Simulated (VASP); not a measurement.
# RuF2 (Fm-3m) in VASP: single point with PBE

Aim: the single point of RuF2 with PBE.

Everything below comes from runs of VASP 6.6.1. Logs are shortened: lines on timing, memory, paths and dates and some standing lists are left out, and cuts for length are marked.

**1. The cell of the first run**

The structure is cubic, space group Fm-3m (No. 225). Conventional cell: a = 5.487 Å, b = 5.487 Å, c = 5.487 Å, α = 90.00°, β = 90.00°, γ = 90.00°. Within 3.1 Å of Ru (site symmetry m-3m) lie 8 F at 2.38 Å. F (site symmetry -43m) has 4 Ru at 2.38 Å and 6 F at 2.74 Å within 3.1 Å.

**2. Single point, PBE, collinear spin, ferromagnetic start**

Input file INCAR:

```
  ALGO = Normal
  EDIFF = 1E-7
  ENCUT = 520
  GGA = PE
  ISIF = 2
  ISMEAR = 0
  ISPIN = 2
  LASPH = T
  LCHARG = F
  LMAXMIX = 4
  LORBIT = 11
  LREAL = F
  LWAVE = F
  MAGMOM = 1.71 0 0
  NBANDS = 25
  NELM = 150
  PREC = Accurate
  SIGMA = 0.1
```

Input file KPOINTS:

```
k-points
0
Gamma
  16 16 16
```

Input file POSCAR:

```
RuF2
1.0
    0.0000000000      2.7434445344      2.7434445344
    2.7434445344      0.0000000000      2.7434445344
    2.7434445344      2.7434445344      0.0000000000
Ru F
1 2
Direct
    0.0000000000      0.0000000000      0.0000000000
    0.7500000000      0.7500000000      0.7500000000
    0.2500000000      0.2500000000      0.2500000000
```

Potentials or basis: VASP PAW PBE potentials, release 64 (Ru_pv, F).

Started as:

```sh
> cat potpaw_PBE.64/Ru_pv/POTCAR potpaw_PBE.64/F/POTCAR > POTCAR
> mpirun -np 1 vasp_std > vasp.out
```

OUTCAR:

```text
EDIFF = 1E-7
   ENCUT = 520
   GGA = PE
   ISIF = 2
   ISMEAR = 0
   ISPIN = 2
   LASPH = T
   LORBIT = 11
   LREAL = F
   NELM = 150
   PREC = Accurate

 ion  position               nearest neighbor table
   1  0.000  0.000  0.000-   2 2.38   2 2.38   2 2.38   2 2.38   3 2.38   3 2.38   3 2.38   3 2.38

   2  0.750  0.750  0.750-   1 2.38   1 2.38   1 2.38   1 2.38
   3  0.250  0.250  0.250-   1 2.38   1 2.38   1 2.38   1 2.38

  LATTYP: Found a face centered cubic cell.
 ALAT       =     5.4868890688

  Lattice vectors:

 A1 = (   0.0000000000,   2.7434445344,   2.7434445344)
 A2 = (   2.7434445344,   0.0000000000,   2.7434445344)
 A3 = (   2.7434445344,   2.7434445344,   0.0000000000)

Analysis of symmetry for initial positions (statically):
=====================================================================
 Subroutine PRICEL returns:
 Original cell was already a primitive cell.

 Routine SETGRP: Setting up the symmetry group for a
 face centered cubic supercell.

 Subroutine GETGRP returns: Found 48 space group operations
 (whereof 48 operations were pure point group operations)
 out of a pool of 48 trial point group operations.

The static configuration has the point symmetry O_h .

Analysis of symmetry for dynamics (positions and initial velocities):
=====================================================================
 Subroutine PRICEL returns:
 Original cell was already a primitive cell.

 Routine SETGRP: Setting up the symmetry group for a
 face centered cubic supercell.

 Subroutine GETGRP returns: Found 48 space group operations
 (whereof 48 operations were pure point group operations)
 out of a pool of 48 trial point group operations.

The dynamic configuration has the point symmetry O_h .

Analysis of structural, dynamic, and magnetic symmetry:
=====================================================================
 Subroutine PRICEL returns:
 Original cell was already a primitive cell.

 Routine SETGRP: Setting up the symmetry group for a
 face centered cubic supercell.

 Subroutine GETGRP returns: Found 48 space group operations
 (whereof 48 operations were pure point group operations)
 out of a pool of 48 trial point group operations.

The overall configuration has the point symmetry O_h .

 Subroutine INISYM returns: Found 48 space group operations
 (whereof 48 operations are pure point group operations),
 and found     1 'primitive' translations

----------------------------------------------------------------------------------------

                                     Primitive cell

  volume of cell :      41.2970

  direct lattice vectors                    reciprocal lattice vectors
     0.000000000  2.743444534  2.743444534    -0.182252637  0.182252637  0.182252637
     2.743444534  0.000000000  2.743444534     0.182252637 -0.182252637  0.182252637
     2.743444534  2.743444534  0.000000000     0.182252637  0.182252637 -0.182252637

  length of vectors
     3.879816468  3.879816468  3.879816468     0.315670827  0.315670827  0.315670827

  position of ions in fractional coordinates (direct lattice)
     0.000000000  0.000000000  0.000000000
     0.750000000  0.750000000  0.750000000
     0.250000000  0.250000000  0.250000000

  ion indices of the primitive-cell ions
   primitive index   ion index
                 1           1
                 2           2
                 3           3

----------------------------------------------------------------------------------------

 KPOINTS: k-points

Automatic generation of k-mesh.
 Grid dimensions read from file:
 generate k-points for:   16   16   16

 Generating k-lattice:

  Cartesian coordinates                     Fractional coordinates (reciprocal lattice)
    -0.011390790  0.011390790  0.011390790     0.062500000  0.000000000  0.000000000
     0.011390790 -0.011390790  0.011390790     0.000000000  0.062500000  0.000000000
     0.011390790  0.011390790 -0.011390790     0.000000000  0.000000000  0.062500000

  Length of vectors
     0.019729427  0.019729427  0.019729427

  Shift w.r.t. Gamma in fractional coordinates (k-lattice)
     0.000000000  0.000000000  0.000000000

 Subroutine IBZKPT returns following result:
 ===========================================

 Found    145 irreducible k-points:

 Following reciprocal coordinates:
            Coordinates               Weight
  0.000000  0.000000  0.000000      1.000000
  0.062500  0.000000  0.000000      8.000000
  0.125000  0.000000  0.000000      8.000000
  0.187500  0.000000  0.000000      8.000000
  0.250000  0.000000  0.000000      8.000000
  0.312500  0.000000  0.000000      8.000000
[... 16 lines left out ...]
 -0.125000  0.062500  0.000000     24.000000
 -0.062500  0.062500  0.000000     12.000000
 [... further k-points ...]
   k-points           NKPTS =    145   k-points in BZ     NKDIM =    145   number of bands    NBANDS=     25
   number of dos      NEDOS =    301   number of ions     NIONS =      3
   total plane-waves  NPLWV =  27000
   dimension x,y,z NGX =    30 NGY =   30 NGZ =   30
   dimension x,y,z NGXF=    60 NGYF=   60 NGZF=   60
   ions per type =               1   2
   NGX,Y,Z   is equivalent  to a cutoff of  12.85, 12.85, 12.85 a.u.
   NGXF,Y,Z  is equivalent  to a cutoff of  25.71, 25.71, 25.71 a.u.
 SYSTEM =  unknown system
   PREC   = accura    normal or accurate (medium, high low for compatibility)
   ISTART =      0    job   : 0-new  1-cont  2-samecut
   ICHARG =      2    charge: 1-file 2-atom 10-const
   ISPIN  =      2    spin polarized calculation?
   LNONCOLLINEAR =      F non collinear calculations
   LSORBIT =      F    spin-orbit coupling
   LASPH  =      T    aspherical Exc in radial PAW
   ENCUT  =  520.0 eV  38.22 Ry    6.18 a.u.   7.21  7.21  7.21*2*pi/ulx,y,z
   NELM   =    150;   NELMIN=  2; NELMDL= -5     # of ELM steps
   EDIFF  = 0.1E-06   stopping-criterion for ELM
   LREAL  =      F    real-space projection
   EDIFFG = 0.1E-05   stopping-criterion for IOM
   NSW    =      0    number of steps for IOM
   IBRION =     -1    ionic relax: 0-MD 1-quasi-New 2-CG
   NFREE  =      0    steps in history (QN), initial steepest desc. (CG)
   ISIF   =      2    stress and relaxation
   ISYM   =      2    0-nonsym 1-usesym 2-fastsym
   POTIM  = 0.5000    time-step for ionic-motion
   TEBEG  =    0.0;   TEEND  =   0.0 temperature during run
   PSTRESS=    0.0 pullay stress
   NELECT =      28.0000    total number of electrons
   NUPDOWN=      -1.0000    fix difference up-down
   EMIN   =  10.00;   EMAX   =-10.00  energy-range for DOS
   EFERMI =   0.00;   METHOD = LEGACY
   ISMEAR =     0;   SIGMA  =   0.10  broadening in eV -4-tet -1-fermi 0-gaus
   EFERMI_NEDOS =   21; number of points for ismear=-14 and -15
   IALGO  =     38    algorithm
   IMIX   =      4    mixing-type and parameters
     AMIX     =   0.40;   BMIX     =  1.00
     AMIX_MAG =   1.60;   BMIX_MAG =  1.00
  volume/ion in A,a.u.               =      13.77        92.90
  Fermi-wavevector in a.u.,A,eV,Ry     =   1.438207  2.717817 28.142817  2.068439
  Thomas-Fermi vector in A             =   2.557199
   LORBIT       =     11    0 simple, 1 ext, 2 COOP (PROOUT), +10 PAW based schemes
   GGA     = PE    functional components
   LHFCALC =     F    Hartree Fock is set to
   AEXX    =    0.0000 exact exchange contribution
   IVDW    =     0    specifies the selected vdW correction
   LEPSILON=     F    determine dielectric tensor
   LRPA    =     F    only Hartree local field effects (RPA)
 spin polarized calculation
 Gauss-broadening in eV      SIGMA  =   0.10
  energy-cutoff  :      520.00
  volume of cell :       41.30
 maximum number of plane-waves:      1139
 NGX is ok and might be reduce to    30
   NGX = 15   NGY = 15   NGZ = 15

 number of electron      27.9999988 magnetization       3.9999581

 Free energy of the ion-electron system (eV)
  ---------------------------------------------------
  ext. energy  EPLUGINS =         0.00000000
  ---------------------------------------------------
  free energy    TOTEN  =       -15.12094645 eV

  energy without entropy =      -15.08180495  energy(sigma->0) =      -15.10137570

 E-fermi :   4.3121     XC(G=0): -10.3325

 val. band max:        4.3115436210   @ k =  -0.3750   0.3750   0.1250
 cond. band min:       4.3125432539   @ k =  -0.3125   0.3125   0.1250
 fundamental gap:      0.0009996329
 Fermi energy:         4.3120794867

 spin component 1

 k-point     1 :       0.0000    0.0000    0.0000
  band No.  band energies     occupation
      1     -39.8764      1.00000
      2     -39.8764      1.00000
      3     -39.8764      1.00000
      4     -19.8849      1.00000
      5     -18.9872      1.00000
      6      -2.7566      1.00000
[... 17 lines left out ...]
     24      22.1851      0.00000
     25      24.6868      0.00000
[... 621 lines left out ...]
      3     -39.8765      1.00000
      4     -19.8538      1.00000
      5     -19.0119      1.00000
      6      -2.7203      1.00000
[... 17 lines left out ...]
     24      21.9116      0.00000
     25      24.4254      0.00000

 [... further k-points ...]

 spin component 2

 k-point     1 :       0.0000    0.0000    0.0000
  band No.  band energies     occupation
      1     -37.1465      1.00000
      2     -37.1465      1.00000
      3     -37.1464      1.00000
      4     -19.5546      1.00000
      5     -18.6532      1.00000
      6      -1.9848      1.00000
[... 17 lines left out ...]
     24      22.6967      0.00000
     25      25.1983      0.00000
[... 621 lines left out ...]
      3     -37.1467      1.00000
      4     -19.5234      1.00000
      5     -18.6773      1.00000
      6      -1.9654      1.00000
[... 17 lines left out ...]
     24      22.4495      0.00000
     25      25.0296      0.00000

 [... further k-points ...]
[... 5 lines left out ...]
  --------------------------------------------------------------------------------------
  -------------------------------------------------------------------------------------
  Total       -0.0595319     -0.0595319     -0.0595319      0.0000000      0.0000000      0.0000000
  in kB       -2.3096251     -2.3096251     -2.3096251      0.0000000      0.0000000      0.0000000
  external PRESSURE =      -2.3096251 kB  Pullay stress =       0.0000000 kB

 VOLUME and BASIS-vectors are now :
 -----------------------------------------------------------------------------
  energy-cutoff  :      520.00
  volume of cell :       41.30
      direct lattice vectors                 reciprocal lattice vectors
     0.000000000  2.743444534  2.743444534    -0.182252637  0.182252637  0.182252637
     2.743444534  0.000000000  2.743444534     0.182252637 -0.182252637  0.182252637
     2.743444534  2.743444534  0.000000000     0.182252637  0.182252637 -0.182252637

 POSITION                                       TOTAL-FORCE (eV/Angst)
 -----------------------------------------------------------------------------------
      0.00000      0.00000      0.00000         0.000000      0.000000     -0.000000
      4.11517      4.11517      4.11517         0.000000      0.000000     -0.000000
      1.37172      1.37172      1.37172        -0.000000     -0.000000      0.000000
 -----------------------------------------------------------------------------------
    total drift:                                0.000000     -0.000000      0.000000

  FREE ENERGIE OF THE ION-ELECTRON SYSTEM (eV)
  ---------------------------------------------------
  free  energy   TOTEN  =       -15.1209464528 eV

  energy  without entropy=      -15.0818049503  energy(sigma->0) =      -15.10137570

 total charge

# of ion       s       p       d       tot
------------------------------------------
    1        0.135   6.072   5.730  11.937
    2        1.739   4.318   0.000   6.057
    3        1.739   4.318   0.000   6.057
--------------------------------------------------
tot          3.613  14.707   5.730  24.050

 magnetization (x)

# of ion       s       p       d       tot
------------------------------------------
    1        0.013   0.017   3.420   3.450
    2        0.011   0.160   0.000   0.171
    3        0.011   0.160   0.000   0.171
--------------------------------------------------
tot          0.035   0.337   3.420   3.793
```

It took 5.7 min on 1 thread of AMD EPYC 7R43 (Zen 3), shared host; peak memory 0.31 GiB.

What came out:

```
Free energy                                           : -15.1209 eV
Pressure                                              : -0.2 GPa
Band gap on the k mesh                                : zero (filled and empty bands overlap)
Net moment                                            : 4.00 μB per cell
Site moments                                          : Ru +3.45; F +0.17 μB
Valence electrons inside the program's atomic spheres : Ru 11.94; F 6.06
```

Levels at points of the mesh, in eV from the Fermi level:
Spin up:
| k point | band 12 | band 13 | band 14 | band 15 | band 16 | band 17 | band 18 | band 19 | band 20 | band 21 |
| --- | --- | --- | --- | --- | --- | --- | --- | --- | --- | --- |
| (0.00, 0.00, 0.00) | -2.39 | -2.39 | -0.40 | -0.40 | -0.40 | 0.79 | 9.50 | 10.47 | 10.47 | 10.47 |
| (0.50, 0.00, 0.00) | -2.27 | -2.27 | -2.23 | -0.66 | -0.66 | 5.28 | 5.89 | 9.50 | 12.43 | 12.43 |
| (0.50, 0.50, 0.00) | -2.34 | -2.09 | -2.07 | -1.14 | -1.14 | 6.52 | 7.02 | 9.41 | 9.50 | 11.49 |
Spin down:
```csv
k point,band 9,band 10,band 11,band 12,band 13,band 14,band 15,band 16
"(0.00, 0.00, 0.00)",-4.18,-4.18,-4.18,-0.23,-0.23,1.63,2.14,2.14
"(0.50, 0.00, 0.00)",-5.30,-4.90,-4.90,-0.02,-0.02,0.69,1.82,1.82
"(0.50, 0.50, 0.00)",-4.44,-4.44,-3.83,-0.12,0.16,0.54,1.48,1.48
```
